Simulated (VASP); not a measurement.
# NbP (I4_1md) in VASP: settings compared

NbP is run at these levels: PBEsol, PBE; tasks: single point.

Program: VASP 6.6.1. These are calculated values, not measurements. Logs are shortened: lines on timing, memory, paths and dates and some standing lists are left out, and cuts for length are marked.

**1. The cell of the first run**

Symmetry: I4_1md, No. 109, tetragonal system. The conventional cell has a = 3.416 Å, b = 3.416 Å, c = 11.705 Å, α = 90.00°, β = 90.00°, γ = 90.00°. Within 3.4 Å of Nb (site symmetry 2mm) lie 6 P at 2.60 Å and 4 Nb at 3.39 Å. Within 3.4 Å of P (site symmetry 2mm) lie 6 Nb at 2.60 Å and 4 P at 3.39 Å.

**2. Single point, PBEsol (volume scaled by 1.06)**

The input, INCAR:

```
ALGO = Normal
EDIFF = 1E-6
ENCUT = 520
GGA = PS
ISIF = 2
ISMEAR = -1
LASPH = T
LCHARG = T
LELF = T
LREAL = F
LVHAR = T
LWAVE = F
NBANDS = 26
NELM = 80
PREC = Accurate
SIGMA = 0.05
```

The input, KPOINTS:

```
k-points
0
Gamma
  11 11 11
```

The input, POSCAR:

```
NbP
1.0
   -1.7077732268      1.7077732268      5.8526878982
    1.7077732268     -1.7077732268      5.8526878982
    1.7077732268      1.7077732268     -5.8526878982
Nb P
2 2
Direct
    0.2498808000      0.7498808000      0.5000000000
    0.4998808000      0.4998808000      0.0000000000
    0.8327477700      0.3327477700      0.5000000000
    0.0827477700      0.0827477700      0.0000000000
```

Potentials or basis: VASP PAW PBE potentials, release 64 (Nb_sv, P).

On the command line:

```bash
cat potpaw_PBE.64/Nb_sv/POTCAR potpaw_PBE.64/P/POTCAR > POTCAR
mpirun -np 1 vasp_std > vasp.out
```

OUTCAR:

```text
EDIFF = 1E-6
   ENCUT = 520
   GGA = PS
   ISIF = 2
   ISMEAR = -1
   LASPH = T
   LREAL = F
   NELM = 80
   PREC = Accurate

 ion  position               nearest neighbor table
   1  0.250  0.750  0.500-   4 2.60   4 2.60   3 2.60   3 2.60   3 2.60   3 2.60
   2  0.500  0.500  0.000-   3 2.60   3 2.60   4 2.60   4 2.60   4 2.60   4 2.60
   3  0.833  0.333  0.500-   2 2.60   2 2.60   1 2.60   1 2.60   1 2.60   1 2.60
   4  0.083  0.083  0.000-   1 2.60   1 2.60   2 2.60   2 2.60   2 2.60   2 2.60

  LATTYP: Found a body centered tetragonal cell.
 ALAT       =     3.4155464536
 C/A-ratio  =     3.4270872774

  Lattice vectors:

 A1 = (  -1.7077732268,   1.7077732268,   5.8526878982)
 A2 = (   1.7077732268,  -1.7077732268,   5.8526878982)
 A3 = (   1.7077732268,   1.7077732268,  -5.8526878982)

Analysis of symmetry for initial positions (statically):
=====================================================================
 Subroutine PRICEL returns:
 Original cell was already a primitive cell.

 Routine SETGRP: Setting up the symmetry group for a
 body centered tetragonal supercell.

 Subroutine GETGRP returns: Found  8 space group operations
 (whereof  4 operations were pure point group operations)
 out of a pool of 16 trial point group operations.

The static configuration has the point symmetry C_2v.
 The point group associated with its full space group is C_4v.

Analysis of symmetry for dynamics (positions and initial velocities):
=====================================================================
 Subroutine PRICEL returns:
 Original cell was already a primitive cell.

 Routine SETGRP: Setting up the symmetry group for a
 body centered tetragonal supercell.

 Subroutine GETGRP returns: Found  8 space group operations
 (whereof  4 operations were pure point group operations)
 out of a pool of 16 trial point group operations.

The dynamic configuration has the point symmetry C_2v.
 The point group associated with its full space group is C_4v.

 Subroutine INISYM returns: Found  8 space group operations
 (whereof  4 operations are pure point group operations),
 and found     1 'primitive' translations

----------------------------------------------------------------------------------------

                                     Primitive cell

  volume of cell :      68.2772

  direct lattice vectors                    reciprocal lattice vectors
    -1.707773227  1.707773227  5.852687898     0.000000000  0.292778919  0.085430833
     1.707773227 -1.707773227  5.852687898     0.292778919  0.000000000  0.085430833
     1.707773227  1.707773227 -5.852687898     0.292778919  0.292778919  0.000000000

  length of vectors
     6.331424360  6.331424360  6.331424360     0.304988398  0.304988398  0.414051919

  position of ions in fractional coordinates (direct lattice)
     0.249880800  0.749880800  0.500000000
     0.499880800  0.499880800  0.000000000
     0.832747770  0.332747770  0.500000000
     0.082747770  0.082747770  0.000000000

  ion indices of the primitive-cell ions
   primitive index   ion index
                 1           1
                 2           2
                 3           3
                 4           4

----------------------------------------------------------------------------------------

 KPOINTS: k-points

Automatic generation of k-mesh.
 Grid dimensions read from file:
 generate k-points for:   11   11   11

 Generating k-lattice:

  Cartesian coordinates                     Fractional coordinates (reciprocal lattice)
     0.000000000  0.026616265  0.007766439     0.090909091  0.000000000  0.000000000
     0.026616265  0.000000000  0.007766439     0.000000000  0.090909091  0.000000000
     0.026616265  0.026616265  0.000000000     0.000000000  0.000000000  0.090909091

  Length of vectors
     0.027726218  0.027726218  0.037641084

  Shift w.r.t. Gamma in fractional coordinates (k-lattice)
     0.000000000  0.000000000  0.000000000

 Subroutine IBZKPT returns following result:
 ===========================================

 Found    126 irreducible k-points:

 Following reciprocal coordinates:
            Coordinates               Weight
  0.000000  0.000000  0.000000      1.000000
  0.090909  0.000000  0.000000      8.000000
  0.181818  0.000000 -0.000000      8.000000
  0.272727  0.000000  0.000000      8.000000
  0.363636  0.000000 -0.000000      8.000000
  0.454545  0.000000 -0.000000      8.000000
[... 16 lines left out ...]
 -0.272727  0.181818 -0.000000     16.000000
 -0.181818  0.181818  0.000000      4.000000
 [... further k-points ...]
   k-points           NKPTS =    126   k-points in BZ     NKDIM =    126   number of bands    NBANDS=     26
   number of dos      NEDOS =    301   number of ions     NIONS =      4
   total plane-waves  NPLWV = 110592
   dimension x,y,z NGX =    48 NGY =   48 NGZ =   48
   dimension x,y,z NGXF=    96 NGYF=   96 NGZF=   96
   ions per type =               2   2
   NGX,Y,Z   is equivalent  to a cutoff of  12.60, 12.60, 12.60 a.u.
   NGXF,Y,Z  is equivalent  to a cutoff of  25.21, 25.21, 25.21 a.u.
 SYSTEM =  unknown system
   PREC   = accura    normal or accurate (medium, high low for compatibility)
   ISTART =      0    job   : 0-new  1-cont  2-samecut
   ICHARG =      2    charge: 1-file 2-atom 10-const
   ISPIN  =      1    spin polarized calculation?
   LNONCOLLINEAR =      F non collinear calculations
   LSORBIT =      F    spin-orbit coupling
   LASPH  =      T    aspherical Exc in radial PAW
   ENCUT  =  520.0 eV  38.22 Ry    6.18 a.u.  11.77 11.77 11.77*2*pi/ulx,y,z
   NELM   =     80;   NELMIN=  2; NELMDL= -5     # of ELM steps
   EDIFF  = 0.1E-05   stopping-criterion for ELM
   LREAL  =      F    real-space projection
   EDIFFG = 0.1E-04   stopping-criterion for IOM
   NSW    =      0    number of steps for IOM
   IBRION =     -1    ionic relax: 0-MD 1-quasi-New 2-CG
   NFREE  =      0    steps in history (QN), initial steepest desc. (CG)
   ISIF   =      2    stress and relaxation
   ISYM   =      2    0-nonsym 1-usesym 2-fastsym
   POTIM  = 0.5000    time-step for ionic-motion
   TEBEG  =    0.0;   TEEND  =   0.0 temperature during run
   PSTRESS=    0.0 pullay stress
   NELECT =      36.0000    total number of electrons
   NUPDOWN=      -1.0000    fix difference up-down
   EMIN   =  10.00;   EMAX   =-10.00  energy-range for DOS
   EFERMI =   0.00;   METHOD = LEGACY
   ISMEAR =    -1;   SIGMA  =   0.05  broadening in eV -4-tet -1-fermi 0-gaus
   EFERMI_NEDOS =   21; number of points for ismear=-14 and -15
   IALGO  =     38    algorithm
   IMIX   =      4    mixing-type and parameters
     AMIX     =   0.40;   BMIX     =  1.00
     AMIX_MAG =   1.60;   BMIX_MAG =  1.00
  volume/ion in A,a.u.               =      17.07       115.19
  Fermi-wavevector in a.u.,A,eV,Ry     =   1.322565  2.499286 23.799020  1.749179
  Thomas-Fermi vector in A             =   2.452237
   LORBIT       =      0    0 simple, 1 ext, 2 COOP (PROOUT), +10 PAW based schemes
   GGA     = PS    functional components
   LHFCALC =     F    Hartree Fock is set to
   AEXX    =    0.0000 exact exchange contribution
   IVDW    =     0    specifies the selected vdW correction
   LEPSILON=     F    determine dielectric tensor
   LRPA    =     F    only Hartree local field effects (RPA)
 non-spin polarized calculation
  energy-cutoff  :      520.00
  volume of cell :       68.28
 maximum number of plane-waves:      1866
   NGX = 23   NGY = 23   NGZ = 23

 number of electron      36.0000000 magnetization

 Free energy of the ion-electron system (eV)
  ---------------------------------------------------
  ext. energy  EPLUGINS =         0.00000000
  ---------------------------------------------------
  free energy    TOTEN  =       -37.51966408 eV

  energy without entropy =      -37.51381873  energy(sigma->0) =      -37.51674141

 E-fermi :   9.6983     XC(G=0): -11.8192

 val. band max:        9.6768122634   @ k =  -0.0909  -0.4545   0.0909
 cond. band min:       9.6989278677   @ k =  -0.0909   0.4545   0.0909
 fundamental gap:      0.0221156042
 Fermi energy:         9.6983114903

 k-point     1 :       0.0000    0.0000    0.0000
  band No.  band energies     occupation
      1     -45.2975      2.00000
      2     -45.2694      2.00000
      3     -21.5121      2.00000
      4     -21.3745      2.00000
      5     -21.3745      2.00000
      6     -21.2421      2.00000
[... 18 lines left out ...]
     25      13.4964      0.00000
     26      13.4964      0.00000

 k-point     2 :       0.0909    0.0000    0.0000
  band No.  band energies     occupation
      1     -45.2960      2.00000
      2     -45.2688      2.00000
      3     -21.5064      2.00000
      4     -21.3917      2.00000
      5     -21.3731      2.00000
      6     -21.2595      2.00000
[... 18 lines left out ...]
     25      13.5121      0.00000
     26      13.8484      0.00000

 k-point     3 :       0.1818    0.0000   -0.0000
  band No.  band energies     occupation
      1     -45.2920      2.00000
      2     -45.2673      2.00000
      3     -21.4946      2.00000
      4     -21.4331      2.00000
      5     -21.3694      2.00000
      6     -21.3028      2.00000
[... 18 lines left out ...]
     25      13.8552      0.00000
     26      14.6003      0.00000

 k-point     4 :       0.2727    0.0000    0.0000
  band No.  band energies     occupation
      1     -45.2865      2.00000
      2     -45.2655      2.00000
      3     -21.5177      2.00000
      4     -21.4487      2.00000
      5     -21.3644      2.00000
      6     -21.3543      2.00000
[... 18 lines left out ...]
     25      14.0310      0.00000
     26      15.2883      0.00000
[... 496 lines left out ...]
      1     -45.2773      2.00000
      2     -45.2606      2.00000
      3     -21.5584      2.00000
      4     -21.4447      2.00000
      5     -21.4123      2.00000
      6     -21.3804      2.00000
[... 18 lines left out ...]
     25      13.9336      0.00000
     26      15.4606      0.00000

 k-point    23 :      -0.2727    0.1818   -0.0000
  band No.  band energies     occupation
      1     -45.2825      2.00000
      2     -45.2620      2.00000
      3     -21.5083      2.00000
      4     -21.4531      2.00000
      5     -21.4133      2.00000
      6     -21.3492      2.00000
[... 18 lines left out ...]
     25      13.9632      0.00000
     26      15.0562      0.00000

 k-point    24 :      -0.1818    0.1818    0.0000
  band No.  band energies     occupation
      1     -45.2876      2.00000
      2     -45.2641      2.00000
      3     -21.4866      2.00000
      4     -21.4378      2.00000
      5     -21.4157      2.00000
      6     -21.3022      2.00000
[... 18 lines left out ...]
     25      13.5191      0.00000
     26      14.6910      0.00000

 [... further k-points ...]

------------------------ aborting loop because EDIFF is reached ----------------------------------------

  FORCE on cell =-STRESS in cart. coord.  units (eV):
  Direction    XX          YY          ZZ          XY          YZ          ZX
  --------------------------------------------------------------------------------------
  -------------------------------------------------------------------------------------
  Total       -6.8241206     -6.8241206     -6.2893810      0.0000000      0.0000000      0.0000000
  in kB     -160.1332501   -160.1332501   -147.5851737      0.0000000      0.0000000      0.0000000
  external PRESSURE =    -155.9505580 kB  Pullay stress =       0.0000000 kB

 VOLUME and BASIS-vectors are now :
 -----------------------------------------------------------------------------
  energy-cutoff  :      520.00
  volume of cell :       68.28
      direct lattice vectors                 reciprocal lattice vectors
    -1.707773227  1.707773227  5.852687898     0.000000000  0.292778919  0.085430833
     1.707773227 -1.707773227  5.852687898     0.292778919  0.000000000  0.085430833
     1.707773227  1.707773227 -5.852687898     0.292778919  0.292778919  0.000000000

 POSITION                                       TOTAL-FORCE (eV/Angst)
 -----------------------------------------------------------------------------------
      1.70777      0.00000      2.92495        -0.000000     -0.000000     -0.001731
      0.00000      0.00000      5.85129         0.000000      0.000000     -0.001731
     -0.00000      1.70777      3.89494        -0.000000     -0.000000      0.001731
      0.00000      0.00000      0.96859        -0.000000     -0.000000      0.001731
 -----------------------------------------------------------------------------------
    total drift:                               -0.000000     -0.000000      0.000027

  FREE ENERGIE OF THE ION-ELECTRON SYSTEM (eV)
  ---------------------------------------------------
  free  energy   TOTEN  =       -37.5196640846 eV

  energy  without entropy=      -37.5138187285  energy(sigma->0) =      -37.51674141
```

It took 7.1 min on 1 thread of Intel Xeon Platinum 8488C (Sapphire Rapids), shared host; peak memory 0.44 GiB.

What came out:

```
Free energy            : -37.5197 eV
Pressure               : -15.6 GPa
Band gap on the k mesh : zero (filled and empty bands overlap)
```

Stress tensor (GPa, compression positive):
```
-16.01   0.00   0.00
  0.00 -16.01   0.00
  0.00   0.00 -14.76
```

Levels at points of the mesh, in eV from the Fermi level:
| k point | band 15 | band 16 | band 17 | band 18 | band 19 | band 20 | band 21 | band 22 |
| --- | --- | --- | --- | --- | --- | --- | --- | --- |
| (0.00, 0.00, 0.00) | -1.98 | -1.59 | -1.32 | -1.32 | 0.77 | 1.46 | 2.45 | 2.90 |

Caveat: the cell differs from its parent crystal (volume scaled by 1.06); the PAW data sets were made with another functional, which shifts forces and pressure a little.

**3. Single point, PBE**

This run uses another cell than the first one, of 16.10 Å³/atom, 0.943 times its volume.

The input, INCAR:

```
  PREC = Accurate
  ENCUT = 520
  EDIFF = 1E-6
  ISMEAR = 0
  SIGMA = 0.027000000000000003
  LREAL = F
  LASPH = T
  NELM = 100
  ALGO = Normal
  ISIF = 2
  LWAVE = F
  LCHARG = F
  GGA = PE
  NBANDS = 26
```

The input, KPOINTS:

```
Automatic mesh
0
Gamma
  11 11 11
```

The input, POSCAR:

```
NbP
1.0
   -1.6749232544      1.6749232544      5.7401081759
    1.6749232544     -1.6749232544      5.7401081759
    1.6749232544      1.6749232544     -5.7401081759
Nb P
2 2
Direct
    0.2498808000      0.7498808000      0.5000000000
    0.4998808000      0.4998808000      0.0000000000
    0.8327477700      0.3327477700      0.5000000000
    0.0827477700      0.0827477700      0.0000000000
```

Potentials or basis: VASP PAW PBE potentials, release 64 (Nb_sv, P).

On the command line:

```bash
cat potpaw_PBE.64/Nb_sv/POTCAR potpaw_PBE.64/P/POTCAR > POTCAR
mpirun -np 1 vasp_std > vasp.out
```

It took 5 min on 1 thread of Intel Xeon Platinum 8559C (Emerald Rapids), shared host; peak memory 0.42 GiB.

Results (log left out):

```yaml
Free_energy: -35.3134 eV
Pressure: -1.5 GPa
Largest_force: 0.018 eV/Å
Band_gap_on_the_k_mesh: zero (filled and empty bands touch)
```

Forces in eV/Å, atoms in the order of the input:
```
Nb   0.000  0.000  0.018
Nb   0.000  0.000  0.018
P    0.000  0.000 -0.018
P    0.000  0.000 -0.018
```

Stress tensor (GPa, compression positive):
```
-1.33  0.00  0.00
 0.00 -1.33  0.00
 0.00  0.00 -1.74
```

Levels at points of the mesh, in eV from the Fermi level:
```
           k point  band 16  band 17  band 18  band 19  band 20  band 21
(0.00, 0.00, 0.00)    -1.70    -1.35    -1.35     0.84     1.60     2.65
```

**4. Single point, PBE**

This run uses another cell than the first one, of 16.10 Å³/atom, 0.943 times its volume.

The input, INCAR:

```
  ALGO = Normal
  EDIFF = 1E-6
  ENCUT = 520
  GGA = PE
  ISIF = 2
  ISMEAR = 0
  LASPH = True
  LCHARG = False
  LREAL = False
  LWAVE = False
  NBANDS = 26
  NELM = 100
  PREC = Accurate
  SIGMA = 0.028000000000000004
```

The input, KPOINTS:

```
k-points
0
Gamma
  11 11 11
```

POSCAR is that of step 3.

On the command line:

```bash
cat potpaw_PBE.64/Nb_sv/POTCAR potpaw_PBE.64/P/POTCAR > POTCAR
mpirun -np 1 vasp_std > vasp.out
```

Wall time 5.1 min (1 thread of Intel Xeon Platinum 8559C (Emerald Rapids), shared host); peak memory 0.42 GiB.

Results (log left out):

| Quantity | Value |
| --- | --- |
| Free energy | -35.3134 eV |
| Pressure | -1.5 GPa |
| Largest force | 0.018 eV/Å |
| Band gap on the k mesh | zero (filled and empty bands touch) |

Forces on the atoms (eV/Å):
```
Nb   0.000  0.000  0.018
Nb   0.000  0.000  0.018
P    0.000  0.000 -0.018
P    0.000  0.000 -0.018
```

Stress tensor (GPa, compression positive):
```
-1.33  0.00  0.00
 0.00 -1.33  0.00
 0.00  0.00 -1.74
```

Levels at points of the mesh, in eV from the Fermi level:
```csv
k point,band 16,band 17,band 18,band 19,band 20,band 21
"(0.00, 0.00, 0.00)",-1.70,-1.35,-1.35,0.84,1.60,2.64
```

**5. Summary**

```csv
level,cell,smearing,gap on the mesh (eV),pressure (GPa),largest force (eV/Å)
PBEsol,"a = 6.331 Å, angles 148.7, 148.7, 44.8°, 4 atoms",fermi-dirac 0.05 eV,none,-15.6,-
PBE,"a = 6.210 Å, angles 148.7, 148.7, 44.8°, 4 atoms",gaussian 0.027 eV,none,-1.5,0.02
PBE,"a = 6.210 Å, angles 148.7, 148.7, 44.8°, 4 atoms",gaussian 0.028 eV,none,-1.5,0.02
```

Alike in all rows: task single point; potentials or basis VASP PAW PBE potentials, release 64 (Nb_sv, P); no spin polarisation; k mesh 11 × 11 × 11; cutoff (eV) 520.

Caveats: the PAW data sets were made with another functional, which shifts forces and pressure a little (some runs).

Total energies depend on the potentials used, so only differences within one code and one set of settings carry meaning.
